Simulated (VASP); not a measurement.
# TmTaSe4 (P6/mmm) in VASP: a series of runs

Runs on TmTaSe4. Level: PBE. Tasks: single point.

Program: VASP 6.6.1. These are calculated values, not measurements. Logs are shortened: lines on timing, memory, paths and dates and some standing lists are left out, and cuts for length are marked.

### Step 1. The cell of the first run

The structure is hexagonal, space group P6/mmm (No. 191). Conventional cell: a = 4.136 Å, b = 4.136 Å, c = 8.599 Å, α = 90.00°, β = 90.00°, γ = 120.00°. Within 4.3 Å of Tm (site symmetry 6/mmm) lie 12 Se at 3.17 Å and 6 Tm at 4.14 Å and 2 Ta at 4.30 Å. Ta (site symmetry 6/mmm) has 12 Se at 3.25 Å and 6 Ta at 4.14 Å and 2 Tm at 4.30 Å within 4.3 Å. Se (site symmetry 3m) has 3 Se at 2.39 Å and 3 Tm at 3.17 Å and 3 Ta at 3.25 Å within 3.3 Å.

The cell was generated, and may not be a known phase.

### Step 2. Single point, PBE

INCAR

```
PREC     = Accurate       # precision mode
ENCUT    = 500            # plane-wave cutoff, eV
EDIFF    = 1E-6           # SCF threshold, eV
ISMEAR   = 0              # smearing method
SIGMA    = 0.1            # smearing width, eV
LREAL    = F              # projectors in reciprocal space
LASPH    = T              # aspherical terms in the spheres
NELM     = 200            # most SCF steps
ALGO     = Normal         # electronic algorithm
ISIF     = 2              # what is computed and relaxed
LWAVE    = F              # write WAVECAR
LCHARG   = F              # write CHGCAR
GGA      = PE             # functional
NBANDS   = 31             # bands
GGA_COMPAT= F            
LMAXMIX  = 6              # l up to which the mixer works
```

KPOINTS

```
Automatic mesh
0
Gamma
  6 6 2
```

POSCAR

```
TmTaSe4
1.0
    4.1364670200      0.0000000000      0.0000000000
   -2.0682335100      3.5822855200      0.0000000000
    0.0000000000      0.0000000000      8.5988900000
Tm Ta Se
1 1 4
Direct
    0.0000000000      0.0000000000      0.5000000000
    0.0000000000      0.0000000000      0.0000000000
    0.3333333300      0.6666666700      0.7432699200
    0.3333333300      0.6666666700      0.2567300800
    0.6666666700      0.3333333300      0.7432699200
    0.6666666700      0.3333333300      0.2567300800
```

Potentials or basis: VASP PAW PBE potentials, release 64 (Tm_3, Ta_pv, Se), 4f in core.

Run with:

```bash
> cat potpaw_PBE.64/Tm_3/POTCAR potpaw_PBE.64/Ta_pv/POTCAR potpaw_PBE.64/Se/POTCAR > POTCAR
> mpirun -np 1 vasp_std > vasp.out
```

OUTCAR:

```text
PREC = Accurate
   ENCUT = 500
   EDIFF = 1E-6
   ISMEAR = 0
   LREAL = F
   LASPH = T
   NELM = 200
   ISIF = 2
   GGA = PE

 ion  position               nearest neighbor table
   1  0.000  0.000  0.500-   3 3.17   4 3.17   5 3.17   6 3.17   3 3.17   4 3.17   5 3.17   6 3.17
                             5 3.17   6 3.17   3 3.17   4 3.17
   2  0.000  0.000  0.000-
   3  0.333  0.667  0.743-   5 2.39   5 2.39   5 2.39   1 3.17   1 3.17   1 3.17
   4  0.333  0.667  0.257-   6 2.39   6 2.39   6 2.39   1 3.17   1 3.17   1 3.17
   5  0.667  0.333  0.743-   3 2.39   3 2.39   3 2.39   1 3.17   1 3.17   1 3.17
   6  0.667  0.333  0.257-   4 2.39   4 2.39   4 2.39   1 3.17   1 3.17   1 3.17

  LATTYP: Found a hexagonal cell.
 ALAT       =     4.1364670200
 C/A-ratio  =     2.0788005703

  Lattice vectors:

 A1 = (   4.1364670200,   0.0000000000,   0.0000000000)
 A2 = (  -2.0682335100,   3.5822855200,   0.0000000000)
 A3 = (   0.0000000000,   0.0000000000,   8.5988900000)

Analysis of symmetry for initial positions (statically):
=====================================================================
 Subroutine PRICEL returns:
 Original cell was already a primitive cell.

 Routine SETGRP: Setting up the symmetry group for a
 hexagonal supercell.

 Subroutine GETGRP returns: Found 24 space group operations
 (whereof 24 operations were pure point group operations)
 out of a pool of 24 trial point group operations.

The static configuration has the point symmetry D_6h.

Analysis of symmetry for dynamics (positions and initial velocities):
=====================================================================
 Subroutine PRICEL returns:
 Original cell was already a primitive cell.

 Routine SETGRP: Setting up the symmetry group for a
 hexagonal supercell.

 Subroutine GETGRP returns: Found 24 space group operations
 (whereof 24 operations were pure point group operations)
 out of a pool of 24 trial point group operations.

The dynamic configuration has the point symmetry D_6h.

 Subroutine INISYM returns: Found 24 space group operations
 (whereof 24 operations are pure point group operations),
 and found     1 'primitive' translations

----------------------------------------------------------------------------------------

                                     Primitive cell

  volume of cell :     127.4184

  direct lattice vectors                    reciprocal lattice vectors
     4.136467020  0.000000000  0.000000000     0.241752199  0.139575697  0.000000000
    -2.068233510  3.582285520  0.000000000     0.000000000  0.279151395  0.000000000
     0.000000000  0.000000000  8.598890000     0.000000000  0.000000000  0.116294080

  length of vectors
     4.136467020  4.136467019  8.598890000     0.279151395  0.279151395  0.116294080

  position of ions in fractional coordinates (direct lattice)
     0.000000000  0.000000000  0.500000000
     0.000000000  0.000000000  0.000000000
     0.333333330  0.666666670  0.743269920
     0.333333330  0.666666670  0.256730080
     0.666666670  0.333333330  0.743269920
     0.666666670  0.333333330  0.256730080

  ion indices of the primitive-cell ions
   primitive index   ion index
                 1           1
                 2           2
                 3           3
                 4           4
                 5           5
                 6           6

----------------------------------------------------------------------------------------

 KPOINTS: Automatic mesh

Automatic generation of k-mesh.
 Grid dimensions read from file:
 generate k-points for:    6    6    2

 Generating k-lattice:

  Cartesian coordinates                     Fractional coordinates (reciprocal lattice)
     0.040292033  0.023262616  0.000000000     0.166666667  0.000000000  0.000000000
     0.000000000  0.046525232  0.000000000     0.000000000  0.166666667  0.000000000
     0.000000000  0.000000000  0.058147040     0.000000000  0.000000000  0.500000000

  Length of vectors
     0.046525232  0.046525232  0.058147040

  Shift w.r.t. Gamma in fractional coordinates (k-lattice)
     0.000000000  0.000000000  0.000000000

 Subroutine IBZKPT returns following result:
 ===========================================

 Found     14 irreducible k-points:

 Following reciprocal coordinates:
            Coordinates               Weight
  0.000000  0.000000  0.000000      1.000000
  0.166667  0.000000  0.000000      6.000000
  0.333333  0.000000  0.000000      6.000000
  0.500000 -0.000000  0.000000      3.000000
  0.166667  0.166667  0.000000      6.000000
  0.333333  0.166667  0.000000     12.000000
  0.333333  0.333333  0.000000      2.000000
  0.000000  0.000000  0.500000      1.000000
  0.166667  0.000000  0.500000      6.000000
  0.333333  0.000000  0.500000      6.000000
  0.500000 -0.000000  0.500000      3.000000
  0.166667  0.166667  0.500000      6.000000
  0.333333  0.166667  0.500000     12.000000
  0.333333  0.333333  0.500000      2.000000
   k-points           NKPTS =     14   k-points in BZ     NKDIM =     14   number of bands    NBANDS=     31
   number of dos      NEDOS =    301   number of ions     NIONS =      6
   total plane-waves  NPLWV =  57600
   dimension x,y,z NGX =    30 NGY =   30 NGZ =   64
   dimension x,y,z NGXF=    60 NGYF=   60 NGZF=  128
   ions per type =               1   1   4
   NGX,Y,Z   is equivalent  to a cutoff of  12.06, 12.06, 12.37 a.u.
   NGXF,Y,Z  is equivalent  to a cutoff of  24.11, 24.11, 24.75 a.u.
 SYSTEM =  unknown system
   PREC   = accura    normal or accurate (medium, high low for compatibility)
   ISTART =      0    job   : 0-new  1-cont  2-samecut
   ICHARG =      2    charge: 1-file 2-atom 10-const
   ISPIN  =      1    spin polarized calculation?
   LNONCOLLINEAR =      F non collinear calculations
   LSORBIT =      F    spin-orbit coupling
   LASPH  =      T    aspherical Exc in radial PAW
   ENCUT  =  500.0 eV  36.75 Ry    6.06 a.u.   7.54  7.54 15.68*2*pi/ulx,y,z
   NELM   =    200;   NELMIN=  2; NELMDL= -5     # of ELM steps
   EDIFF  = 0.1E-05   stopping-criterion for ELM
   LREAL  =      F    real-space projection
   EDIFFG = 0.1E-04   stopping-criterion for IOM
   NSW    =      0    number of steps for IOM
   IBRION =     -1    ionic relax: 0-MD 1-quasi-New 2-CG
   NFREE  =      0    steps in history (QN), initial steepest desc. (CG)
   ISIF   =      2    stress and relaxation
   ISYM   =      2    0-nonsym 1-usesym 2-fastsym
   POTIM  = 0.5000    time-step for ionic-motion
   TEBEG  =    0.0;   TEEND  =   0.0 temperature during run
   PSTRESS=    0.0 pullay stress
   NELECT =      44.0000    total number of electrons
   NUPDOWN=      -1.0000    fix difference up-down
   EMIN   =  10.00;   EMAX   =-10.00  energy-range for DOS
   EFERMI =   0.00;   METHOD = LEGACY
   ISMEAR =     0;   SIGMA  =   0.10  broadening in eV -4-tet -1-fermi 0-gaus
   EFERMI_NEDOS =   21; number of points for ismear=-14 and -15
   IALGO  =     38    algorithm
   IMIX   =      4    mixing-type and parameters
     AMIX     =   0.40;   BMIX     =  1.00
     AMIX_MAG =   1.60;   BMIX_MAG =  1.00
  volume/ion in A,a.u.               =      21.24       143.31
  Fermi-wavevector in a.u.,A,eV,Ry     =   1.148546  2.170437 17.948228  1.319158
  Thomas-Fermi vector in A             =   2.285220
   LORBIT       =      0    0 simple, 1 ext, 2 COOP (PROOUT), +10 PAW based schemes
   GGA     = PE    functional components
   LHFCALC =     F    Hartree Fock is set to
   AEXX    =    0.0000 exact exchange contribution
   IVDW    =     0    specifies the selected vdW correction
   LEPSILON=     F    determine dielectric tensor
   LRPA    =     F    only Hartree local field effects (RPA)
 non-spin polarized calculation
 Gauss-broadening in eV      SIGMA  =   0.10
  energy-cutoff  :      500.00
  volume of cell :      127.42
 maximum number of plane-waves:      3265
   NGX = 15   NGY = 15   NGZ = 31

 number of electron      43.9999992 magnetization

 Free energy of the ion-electron system (eV)
  ---------------------------------------------------
  ext. energy  EPLUGINS =         0.00000000
  ---------------------------------------------------
  free energy    TOTEN  =       -24.12656706 eV

  energy without entropy =      -24.07773980  energy(sigma->0) =      -24.10215343

 E-fermi :   6.3103     XC(G=0): -10.6812

 val. band max:        6.2992872525   @ k =   0.3333   0.1667   0.5000
 cond. band min:       6.3242714871   @ k =   0.5000  -0.0000   0.5000
 fundamental gap:      0.0249842346
 Fermi energy:         6.3103237789

 k-point     1 :       0.0000    0.0000    0.0000
  band No.  band energies     occupation
      1     -29.6203      2.00000
      2     -29.6063      2.00000
      3     -29.6063      2.00000
      4     -20.5456      2.00000
      5     -20.4834      2.00000
      6     -20.4834      2.00000
[... 23 lines left out ...]
     30       7.6299      0.00000
     31       7.6299      0.00000

 k-point     2 :       0.1667    0.0000    0.0000
  band No.  band energies     occupation
      1     -29.6196      2.00000
      2     -29.6110      2.00000
      3     -29.6075      2.00000
      4     -20.5392      2.00000
      5     -20.5053      2.00000
      6     -20.4883      2.00000
[... 23 lines left out ...]
     30       8.0814      0.00000
     31       8.3318      0.00000

 k-point     3 :       0.3333    0.0000    0.0000
  band No.  band energies     occupation
      1     -29.6203      2.00000
      2     -29.6181      2.00000
      3     -29.6099      2.00000
      4     -20.5485      2.00000
      5     -20.5266      2.00000
      6     -20.4982      2.00000
[... 23 lines left out ...]
     30       9.2139      0.00000
     31       9.3388      0.00000

 k-point     4 :       0.5000   -0.0000    0.0000
  band No.  band energies     occupation
      1     -29.6249      2.00000
      2     -29.6173      2.00000
      3     -29.6111      2.00000
      4     -20.5697      2.00000
      5     -20.5204      2.00000
      6     -20.5031      2.00000
[... 23 lines left out ...]
     30       8.6410      0.00000
     31       9.3330      0.00000

 k-point     5 :       0.1667    0.1667    0.0000
  band No.  band energies     occupation
      1     -29.6185      2.00000
      2     -29.6171      2.00000
      3     -29.6102      2.00000
      4     -20.5336      2.00000
      5     -20.5298      2.00000
      6     -20.4999      2.00000
[... 23 lines left out ...]
     30       8.5993      0.00000
     31       8.6810      0.00000
[... 202 lines left out ...]
     30       8.5775      0.00000
     31       9.2045      0.00000

 k-point    12 :       0.1667    0.1667    0.5000
  band No.  band energies     occupation
      1     -29.6185      2.00000
      2     -29.6171      2.00000
      3     -29.6102      2.00000
      4     -20.5336      2.00000
      5     -20.5299      2.00000
      6     -20.4999      2.00000
[... 23 lines left out ...]
     30       8.3968      0.00000
     31       9.4692      0.00000

 k-point    13 :       0.3333    0.1667    0.5000
  band No.  band energies     occupation
      1     -29.6226      2.00000
      2     -29.6173      2.00000
      3     -29.6134      2.00000
      4     -20.5586      2.00000
      5     -20.5205      2.00000
      6     -20.5144      2.00000
[... 23 lines left out ...]
     30       9.0074      0.00000
     31       9.1125      0.00000

 k-point    14 :       0.3333    0.3333    0.5000
  band No.  band energies     occupation
      1     -29.6195      2.00000
      2     -29.6195      2.00000
      3     -29.6169      2.00000
      4     -20.5431      2.00000
      5     -20.5431      2.00000
      6     -20.5174      2.00000
[... 23 lines left out ...]
     30       9.6512      0.00000
     31       9.8492      0.00000

------------------------ aborting loop because EDIFF is reached ----------------------------------------

  FORCE on cell =-STRESS in cart. coord.  units (eV):
  Direction    XX          YY          ZZ          XY          YZ          ZX
  --------------------------------------------------------------------------------------
  -------------------------------------------------------------------------------------
  Total       21.0532061     21.0532061    -10.8949015      0.0000000      0.0000000      0.0000000
  in kB      264.7260422    264.7260420   -136.9940589      0.0000000      0.0000000      0.0000000
  external PRESSURE =     130.8193418 kB  Pullay stress =       0.0000000 kB

 VOLUME and BASIS-vectors are now :
 -----------------------------------------------------------------------------
  energy-cutoff  :      500.00
  volume of cell :      127.42
      direct lattice vectors                 reciprocal lattice vectors
     4.136467020  0.000000000  0.000000000     0.241752199  0.139575697  0.000000000
    -2.068233510  3.582285520  0.000000000     0.000000000  0.279151395  0.000000000
     0.000000000  0.000000000  8.598890000     0.000000000  0.000000000  0.116294080

 POSITION                                       TOTAL-FORCE (eV/Angst)
 -----------------------------------------------------------------------------------
      0.00000      0.00000      4.29945        -0.000000      0.000000     -0.000000
      0.00000      0.00000      0.00000        -0.000000      0.000000     -0.000000
     -0.00000      2.38819      6.39130         0.000000      0.000000      0.306928
     -0.00000      2.38819      2.20759         0.000000      0.000000     -0.306928
      2.06823      1.19410      6.39130        -0.000000     -0.000000      0.306928
      2.06823      1.19410      2.20759        -0.000000     -0.000000     -0.306928
 -----------------------------------------------------------------------------------
    total drift:                               -0.000000      0.000000     -0.000000

  FREE ENERGIE OF THE ION-ELECTRON SYSTEM (eV)
  ---------------------------------------------------
  free  energy   TOTEN  =       -24.1265670572 eV

  energy  without entropy=      -24.0777398050  energy(sigma->0) =      -24.10215343
```

Run time: 62 s. Hardware: 1 thread of Intel Xeon Platinum 8259CL at 2.50GHz (Skylake/Cascade Lake), shared host; peak memory 0.25 GiB.

What came out:

| Quantity | Value |
| --- | --- |
| Free energy | -24.1266 eV |
| Pressure | 13.1 GPa |
| Largest force | 0.307 eV/Å |
| Band gap on the k mesh | zero (bands 22 and 23 overlap by 1.42 eV) |

Forces on the atoms (eV/Å):
```
Tm   0.000  0.000  0.000
Ta   0.000  0.000  0.000
Se   0.000  0.000  0.307
Se   0.000  0.000 -0.307
Se   0.000  0.000  0.307
Se   0.000  0.000 -0.307
```

Caveat: the k points lie up to 0.37 Å⁻¹ apart, too coarse for converged energies and pressures of a metal; spin-orbit coupling is left out, which moves the levels of the heavy elements; the 4f electrons are frozen in the core, so they carry no moment and show no levels; the run has no spin polarisation, though such a crystal can be magnetic. With open d or f shells a metallic result of PBE can be an artefact of self-interaction; +U or a hybrid may open a gap.

### Step 3. Single point, PBE

This run uses another cell than the first one, of 20.56 Å³/atom.

INCAR

```
SYSTEM = TmTaSe4
PREC     = Accurate       ! precision mode
ENCUT    = 500            ! plane-wave cutoff, eV
EDIFF    = 1E-6           ! SCF threshold, eV
ISMEAR   = 0              ! smearing method
SIGMA    = 0.1            ! smearing width, eV
LREAL    = .False.        ! projectors in reciprocal space
LASPH    = .True.         ! aspherical terms in the spheres
NELM     = 200            ! most SCF steps
ALGO     = Normal         ! electronic algorithm
ISIF     = 2              ! what is computed and relaxed
LWAVE    = .False.        ! write WAVECAR
LCHARG   = .False.        ! write CHGCAR
GGA      = PE             ! functional
NBANDS   = 31             ! bands
GGA_COMPAT= .False.      
LMAXMIX  = 6              ! l up to which the mixer works
```

KPOINTS

```
Automatic mesh
0
Gamma
  12 12 6
  0 0 0
```

POSCAR

```
TmTaSe4
1.0
    4.7129119679      0.0000000000      0.0000000000
   -2.3564559840      4.0815014900      0.0000000000
    0.0000000000      0.0000000000      6.4142824988
Tm Ta Se
1 1 4
Direct
    0.0000000000      0.0000000000      0.5000000000
    0.0000000000      0.0000000000      0.0000000000
    0.3333333333      0.6666666667      0.7701463905
    0.3333333333      0.6666666667      0.2298536095
    0.6666666667      0.3333333333      0.7701463905
    0.6666666667      0.3333333333      0.2298536095
```

Potentials or basis: VASP PAW PBE potentials, release 64 (Tm_3, Ta_pv, Se), 4f in core.

Run with:

```bash
> cat potpaw_PBE.64/Tm_3/POTCAR potpaw_PBE.64/Ta_pv/POTCAR potpaw_PBE.64/Se/POTCAR > POTCAR
> mpirun -np 1 vasp_std > vasp.out
```

Wall time 4.1 min (1 thread of Intel Xeon Platinum 8259CL at 2.50GHz (Skylake/Cascade Lake), shared host); peak memory 0.42 GiB.

The run converged. Its results:

| Property | Result |
| --- | --- |
| Free energy | -30.5096 eV |
| Pressure | 0.4 GPa |
| Largest force | 0.023 eV/Å |
| Band gap on the k mesh | zero (bands 22 and 23 overlap by 1.19 eV) |

Forces in eV/Å, atoms in the order of the input:
```
Tm   0.000  0.000  0.000
Ta   0.000  0.000  0.000
Se   0.000  0.000  0.023
Se   0.000  0.000 -0.023
Se   0.000  0.000  0.023
Se   0.000  0.000 -0.023
```

Levels at points of the mesh, in eV from the Fermi level:
```
           k point  band 18  band 19  band 20  band 21  band 22  band 23  band 24  band 25  band 26  band 27
(0.00, 0.00, 0.00)    -3.01    -2.22    -2.22    -2.06    -1.37    -0.24    -0.24     1.17     1.73     2.46
(0.50, 0.00, 0.00)    -1.30    -1.07    -0.72    -0.54     0.31     0.42     1.12     1.37     1.40     1.58
(0.00, 0.00, 0.50)    -2.80    -2.67    -2.67    -1.66    -0.46    -0.29     0.66     0.88     0.88     2.24
(0.50, 0.00, 0.50)    -2.62    -1.35    -0.65    -0.47    -0.02     0.15     0.86     1.07     1.66     1.85
```

Caveat: spin-orbit coupling is left out, which moves the levels of the heavy elements; the 4f electrons are frozen in the core, so they carry no moment and show no levels; the run has no spin polarisation, though such a crystal can be magnetic. Spin polarisation is off, so any magnetic state and its effect on volume and gap are missing.

(Part 1 of 2 ends here.)

The gap in the log of VASP goes by the Fermi energy; the results here count the filled bands.